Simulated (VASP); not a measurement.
Runs of VASP 6.6.1 on NaF. The structure is that of space group Fm-3m (No. 225), or close to it. The cells are those of the table. 

| cell | gap on the mesh (eV) | pressure (GPa) |
| --- | --- | --- |
| a = 3.237 Å, angles 60.0°, 2 atoms | 6.36 | 1.6 |
| a = 3.366 Å, angles 60.0°, 2 atoms | 5.76 | -3.6 |
| a = 3.191 Å, angles 60.0°, 2 atoms | 6.60 | 4.4 |
| a = 3.144 Å, angles 60.0°, 2 atoms | 6.86 | 7.8 |
| a = 3.407 Å, angles 60.0°, 2 atoms | 5.60 | -4.6 |
| a = 3.281 Å, angles 60.0°, 2 atoms | (b) | -0.5 |
| a = 3.324 Å, angles 60.0°, 2 atoms | (a) | -2.2 |

Alike in all rows: task single point; level PBEsol; potentials or basis VASP PAW PBE potentials, release 64 (Na_pv, F); no spin polarisation; k mesh 8 × 8 × 8; cutoff (eV) 600; smearing gaussian 0.01 eV.

Q: Estimate the missing entries.

A: (a) 5.95; (b) 6.14.

Caveats: the PAW data sets were made with another functional, which shifts forces and pressure a little; the cell stands under tension (at least some runs); the cell stands under pressure (at least some runs).

